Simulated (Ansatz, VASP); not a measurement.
CaO in VASP and in Ansatz

File INCAR:

```
  PREC = Accurate
  ENCUT = 520
  EDIFF = 1E-6
  ISMEAR = 0
  SIGMA = 0.05
  LREAL = F
  LASPH = T
  NELM = 60
  ALGO = Normal
  ISIF = 2
  LWAVE = F
  LCHARG = T
  GGA = PS
  LELF = T
  LVHAR = T
  NBANDS = 24
```

KPOINTS

```
regular mesh
0
Gamma
  9 9 6
```

POSCAR

```
CaO
1.0
    4.0318955827      0.0000000000      0.0000000000
   -2.0159477913      3.4225809506      0.0000000000
    0.0000000000      0.0000000000      4.7848400100
Ca O
2 2
Direct
    0.3333333333      0.6666666667      0.7500000000
    0.6666666667      0.3333333333      0.2500000000
    0.3333333333      0.6666666667      0.2500000000
    0.6666666667      0.3333333333      0.7500000000
```

Input for Ansatz:

```yaml
crystal:
  lattice:
    - [4.0318955827, 0.0, 0.0]
    - [-2.0159477913, 3.4225809506, 0.0]
    - [0.0, 0.0, 4.78484001]
  atoms:
    - { symbol: Ca, position: [0.3333333333, 0.6666666667, 0.75] }
    - { symbol: Ca, position: [0.6666666667, 0.3333333333, 0.25] }
    - { symbol: O, position: [0.3333333333, 0.6666666667, 0.25] }
    - { symbol: O, position: [0.6666666667, 0.3333333333, 0.75] }
basis:
  ecutwfc: 420
kpoints:
  mp_grid: { grid: [9, 9, 6] }
hamiltonian:
  xc: pbesol
scf:
  occupations: { method: gaussian, width: 0.05 }
output:
  forces: true
  stress: true
  eigenvalues: true
```

Change from the starting cell: strain +0.0100 x Voigt [1, -1, 0, 0, 0, 0], atoms carried along.

Alike in both runs: task single point; functional PBEsol; k mesh 9 × 9 × 6; occupations gaussian, width 0.05 eV; no spin polarisation.

```csv
,VASP,Ansatz
version,VASP 6.6.1,Ansatz 0.2.0
potentials or method,"VASP PAW PBE potentials, release 64 (Ca_sv, O), cutoff 520 eV","scalar-relativistic, plane waves, PAW"
valence electrons in the cell,32,32
```

|  | VASP | Ansatz | Ansatz less VASP |
| --- | --- | --- | --- |
| gap on the k mesh at the Fermi level (eV) | 3.03 | 3.05 | +0.012 |
| least direct gap on the mesh (eV) | 3.03 | 3.05 | +0.012 |
| pressure (GPa) | -1.9 | -2.3 | -0.48 |
| traceless stress, the component that is largest in VASP (GPa) | 0.88 | 0.88 | -0.005 |
| rms of the force components (eV/Å) | 0.063 | 0.059 | -0.0033 |

VASP's potentials were made for PBE, not for PBEsol. Atom by atom the forces differ by 0.003 eV/Å (rms over components).
